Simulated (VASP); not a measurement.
A run of VASP 6.6.1:

INCAR

```
SYSTEM = SiTe
  PREC = Accurate
  ENCUT = 520
  EDIFF = 1E-7
  ISMEAR = -1
  SIGMA = 0.05
  LREAL = .FALSE.
  LASPH = .TRUE.
  NELM = 100
  ALGO = Normal
  ISIF = 2
  LWAVE = .FALSE.
  LCHARG = .FALSE.
  GGA = PS
  IVDW = 13
  NBANDS = 12
```

KPOINTS

```
Automatic mesh
0
G
  8 8 6
  0 0 0
```

POSCAR

```
SiTe
1.0
    3.1034037687      0.0000000000      0.0000000000
   -1.5517018843      2.6876265019      0.0000000000
    0.0000000000      0.0000000000      5.4413090237
Si Te
1 1
Direct
    0.0000000000      0.0000000000      0.5000000000
    0.0000000000      0.0000000000      0.0000000000
```

Potentials or basis: VASP PAW PBE potentials, release 64 (Si, Te).

Launch:

```console
$ cat potpaw_PBE.64/Si/POTCAR potpaw_PBE.64/Te/POTCAR > POTCAR
$ mpirun -np 1 vasp_std > vasp.out
```

Hardware: 1 thread of Intel(R) Xeon(R) Platinum 8375C CPU @ 2.90GHz (Ice Lake), on a shared host.

**Question.** How long does it take, and how much memory?

**Answer.** Run time: 11 s on 1 thread of Intel(R) Xeon(R) Platinum 8375C CPU @ 2.90GHz (Ice Lake), with other jobs on the host, peak memory 0.17 GiB. Counts: scf iterations 15, k points 40.
